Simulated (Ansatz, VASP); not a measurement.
Two plane-wave programs on ZrC

Contents of INCAR:

```
  PREC = Accurate
  ENCUT = 520
  EDIFF = 1E-7
  ISMEAR = 0
  SIGMA = 0.1
  LREAL = False
  LASPH = True
  NELM = 100
  ALGO = Normal
  ISIF = 2
  LWAVE = False
  LCHARG = False
  GGA = PE
  NBANDS = 15
```

The input KPOINTS:

```
regular mesh
0
Gamma
  14 14 14
```

The input POSCAR:

```
ZrC
1.0
    0.0000000000      2.3502100000      2.3502100000
    2.3502100000      0.0000000000      2.3502100000
    2.3502100000      2.3502100000      0.0000000000
Zr C
1 1
Direct
    0.4521319371      0.5478680629      0.5478680629
    0.0000000000      0.0000000000      0.0000000000
```

Input for Ansatz:

```yaml
crystal:
  lattice:
    - [0.0, 2.35021, 2.35021]
    - [2.35021, 0.0, 2.35021]
    - [2.35021, 2.35021, 0.0]
  atoms:
    - { symbol: Zr, position: [0.4521319371, 0.5478680629, 0.5478680629] }
    - { symbol: C, position: [0.0, 0.0, 0.0] }
basis:
  ecutwfc: 420
kpoints:
  mp_grid: { grid: [14, 14, 14] }
hamiltonian:
  xc: pbe
scf:
  occupations: { method: gaussian, width: 0.1 }
output:
  forces: true
  stress: true
  eigenvalues: true
```

Change from the starting cell: one atom moved.

Alike in both runs: task single point; functional PBE; k mesh 14 × 14 × 14; occupations gaussian, width 0.1 eV; no spin polarisation.

```csv
,VASP,Ansatz
version,VASP 6.6.1,Ansatz 0.2.0
potentials or method,"VASP PAW PBE potentials, release 64 (Zr_sv, C), cutoff 520 eV","scalar-relativistic, plane waves, PAW"
valence electrons in the cell,16,16
```

Ansatz gave:

| Property | Result |
| --- | --- |
| gap on the k mesh at the Fermi level (eV) | none |
| pressure (GPa) | 5.3 |
| traceless stress, the component that is largest in VASP (GPa) | 9.42 |
| rms of the force components (eV/Å) | 1.063 |

Task: Which values does VASP return?

Result: gap on the k mesh at the Fermi level (eV): none; pressure (GPa): 5.6; traceless stress, the component that is largest in VASP (GPa): 9.47; rms of the force components (eV/Å): 1.067.

Atom by atom the forces differ by 0.005 eV/Å (rms over components). A gap of «none» marks a metal or a gap that the smearing closes.
